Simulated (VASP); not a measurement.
A run of VASP 6.6.1 is set up as follows.

INCAR

```
  PREC = Accurate
  ENCUT = 500
  EDIFF = 1E-7
  ISMEAR = -1
  SIGMA = 0.1
  LREAL = F
  LASPH = T
  NELM = 120
  ALGO = Normal
  ISIF = 3
  LWAVE = F
  LCHARG = F
  GGA = PE
  IBRION = 2
  NSW = 80
  EDIFFG = -0.01
  PSTRESS = 100.0
  GGA_COMPAT = F
  NELMIN = 4
```

File KPOINTS:

```
regular mesh
0
Gamma
  9 9 9
```

The input POSCAR:

```
Rh
1.0
    0.0000000000      1.8978500000      1.8978500000
    1.8978500000      0.0000000000      1.8978500000
    1.8978500000      1.8978500000      0.0000000000
Rh
1
Direct
    0.0000000000      0.0000000000      0.0000000000
```

Potentials or basis: VASP PAW PBE potentials, release 64 (Rh_pv).

Launch:

```bash
$ cat potpaw_PBE.64/Rh_pv/POTCAR > POTCAR
$ mpirun -np 1 vasp_std > vasp.out
```

Problem. What does it give for the relaxed volume?

Solution. 13.58 Å³/atom.

Problem. Predict the space group after relaxing (to 0.05 Å).

Solution. Fm-3m (No. 225).

Problem. What does it give for the relaxed cell?

Solution. a = 2.678 Å, b = 2.678 Å, c = 2.678 Å, α = 60.00°, β = 60.00°, γ = 60.00°.

The path:
```
step  energy change (eV)  largest force (eV/Å)  pressure (GPa)  volume (Å³)
   1              0.0000                0.0000            8.01        13.67
   2              0.0244                0.0000           15.71        13.34
   3              0.0051                0.0000           10.00        13.58
```

Caveat: the cell is relaxed towards a set pressure, so the enthalpy falls and the energy may rise.
